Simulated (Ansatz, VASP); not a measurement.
## CuGe2F4 in VASP and in Ansatz

```xyz
7
Lattice="3.7364 0.0000 0.0000 0.0000 3.7364 0.0000 0.0000 0.0000 6.8237" Properties=species:S:1:pos:R:3 pbc="T T T"
Cu    1.8682    1.8682    0.0000
Ge    1.8682    0.0000    4.8128
Ge    0.0000    1.8682    2.0109
F     1.8682    0.0000    1.1291
F     0.0000    1.8682    5.6947
F     1.8682    1.8682    3.4119
F     0.0000    0.0000    3.4119
```

Change from the starting cell: species swapped into the La2MnSb4 type (P-4m2, No. 115).

Alike in both runs: functional PBE; k mesh 10 × 10 × 6; occupations gaussian, width 0.1 eV; no spin polarisation.

Ansatz relaxed the structure, and its values are those at the end. VASP's run is a single point on that final structure, the one shown.

```csv
,VASP,Ansatz
version,VASP 6.6.1,Ansatz 0.2.0
potentials or method,"VASP PAW PBE potentials, release 64 (Cu, Ge_d, F), cutoff 520 eV","scalar-relativistic, plane waves, PAW"
valence electrons in the cell,67,75
```

```tsv
	VASP	Ansatz	Ansatz less VASP
gap on the k mesh at the Fermi level (eV)	none	none	-
pressure (GPa)	-0.1	0.0	+0.09
rms of the force components (eV/Å)	0.004	0.002	-0.0028
```

A gap of «none» marks a metal or a gap that the smearing closes. VASP's potentials hold 67 valence electrons a cell and Ansatz's 75, so a difference there can come from the potentials and not from the codes.
